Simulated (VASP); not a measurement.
Wanted: the native input for a VASP 6.6.1 run.

```
Task                   : single point
Functional             : PBE
Potentials or basis    : VASP PAW PBE potentials, release 64 (Ta_pv, O)
Cutoff                 : 520 eV
k mesh                 : 10 × 10 × 10
Occupations            : gaussian, width 0.1 eV
Spin                   : no spin polarisation
Dipole correction      : no
Further INCAR settings : ALGO = Normal; EDIFF = 1e-06; NBANDS = 33
```

The structure of Ta4O lies in POSCAR:

```
Ta4O
1.0
   -2.7723883830      2.7723883830      2.7723883830
    2.7723883830     -2.7723883830      2.7723883830
    2.7723883830      2.7723883830     -2.7723883830
Ta O
4 1
Direct
    0.5000000000      0.5000000000      0.5000000000
    0.0000000000      0.0000000000      0.5000000000
    0.0000000000      0.5000000000      0.0000000000
    0.5000000000      0.0000000000      0.0000000000
    0.0000000000      0.0000000000      0.0000000000
```

One way to write it, as run:

INCAR

```
SYSTEM = Ta4O
PREC     = Accurate       ! precision mode
ENCUT    = 520            ! plane-wave cutoff, eV
EDIFF    = 1E-6           ! SCF threshold, eV
ISMEAR   = 0              ! smearing method
SIGMA    = 0.1            ! smearing width, eV
LREAL    = .False.        ! projectors in reciprocal space
LASPH    = .True.         ! aspherical terms in the spheres
NELM     = 100            ! most SCF steps
ALGO     = Normal         ! electronic algorithm
ISIF     = 2              ! what is computed and relaxed
LWAVE    = .False.        ! write WAVECAR
LCHARG   = .True.         ! write CHGCAR
GGA      = PE             ! functional
LELF     = .True.         ! ELF
LVHAR    = .True.       
NBANDS   = 33             ! bands
```

KPOINTS

```
regular mesh
0
Gamma
  10 10 10
  0 0 0
```

Potentials or basis: VASP PAW PBE potentials, release 64 (Ta_pv, O).

Launch:

```sh
$ cat potpaw_PBE.64/Ta_pv/POTCAR potpaw_PBE.64/O/POTCAR > POTCAR
$ mpirun -np 1 vasp_std > vasp.out
```

Results of the run:

| Property | Result |
| --- | --- |
| Pressure | 0.2 GPa |
| Band gap on the k mesh | zero (band 25 reaches 6.31 eV, above the bottom of band 26 at 5.15 eV) |

Caveat: spin-orbit coupling is left out, which moves the levels of the heavy elements.

It took 2.2 min on 1 thread of Intel Xeon 6975P-C, with other jobs on the host, peak memory 0.27 GiB.
